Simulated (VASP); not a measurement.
MgS:

```
CELL_PARAMETERS angstrom
3.09518 0.00000 0.00000
0.00000 3.09518 0.00000
0.00000 0.00000 4.38961
ATOMIC_POSITIONS crystal
Mg 0.00000 0.00000 0.00000
S 0.50000 0.50000 0.50000
```

| Quantity | Value |
| --- | --- |
| Program | VASP 6.6.1 |
| Task | relaxation of cell and atoms |
| Functional | PBE |
| Potentials or basis | VASP PAW PBE potentials, release 64 (Mg, S) |
| Cutoff | 600 eV |
| k mesh | 6 × 6 × 4 |
| Occupations | gaussian, width 0.1 eV |
| Spin | no spin polarisation |

At the start: pressure -5.8 GPa; volume 21.03 Å³/atom.

**Question.** Where does the relaxation end?

**Answer.** Over 11 steps the energy falls by 677.5 meV/atom and the volume is 17.48 Å³/atom (-16.9 %); space group Pm-3m (No. 221, to 0.05 Å).

Step by step:
```csv
step,energy change (eV),largest force (eV/Å),pressure (GPa),volume (Å³)
1,0.0000,0.0000,-5.77,42.05
2,-0.8845,0.0000,-2.05,37.29
3,5.1725,0.0000,113.65,21.01
4,-1.1829,0.0000,-0.03,35.29
5,-1.2276,0.0000,9.65,31.24
6,-1.3239,0.0000,4.47,32.97
7,-1.3242,0.0000,3.97,33.17
8,-1.3529,0.0000,-0.57,35.24
9,-1.3548,0.0000,0.30,34.80
10,-1.3548,0.0000,0.23,34.83
11,-1.3551,0.0000,-0.05,34.97
```

Final structure:
```
CELL_PARAMETERS angstrom
3.26397 0.00000 0.00000
0.00000 3.26397 0.00000
0.00000 0.00000 3.28214
ATOMIC_POSITIONS crystal
Mg 0.00000 0.00000 0.00000
S 0.50000 0.50000 0.50000
```

Caveat: the volume moved by over 15 % at a fixed basis, so the end points are rough.
